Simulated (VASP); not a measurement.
Here is a VASP 6.6.1 calculation.

INCAR

```
SYSTEM = PbSe
PREC = Accurate ; ENCUT = 520
EDIFF = 1E-7 ; ISMEAR = 0
SIGMA = 0.02 ; LREAL = .FALSE.
LASPH = .TRUE. ; NELM = 100
ALGO = Normal ; ISIF = 2
LWAVE = .FALSE. ; LCHARG = .TRUE.
GGA = PE ; LELF = .TRUE.
LVHAR = .TRUE. ; NBANDS = 17
```

File KPOINTS:

```
Automatic mesh
0
G
  8 8 8
  0 0 0
```

File POSCAR:

```
PbSe
1.0
    0.0000000000      3.4515484870      3.4515484870
    3.4515484870      0.0000000000      3.4515484870
    3.4515484870      3.4515484870      0.0000000000
Pb Se
1 1
Direct
    0.7500000000      0.7500000000      0.7500000000
    0.0000000000      0.0000000000      0.0000000000
```

Potentials or basis: VASP PAW PBE potentials, release 64 (Pb_d, Se).

Run with:

```sh
$ cat potpaw_PBE.64/Pb_d/POTCAR potpaw_PBE.64/Se/POTCAR > POTCAR
$ mpirun -np 1 vasp_std > vasp.out
```

Predict the pressure.

-0.1 GPa.

What does it give for the band gap on the k mesh?

0.68 eV, indirect (least direct gap 1.18 eV).

Caveat: spin-orbit coupling is left out, which moves the levels of the heavy elements. A k mesh can miss the band edges.
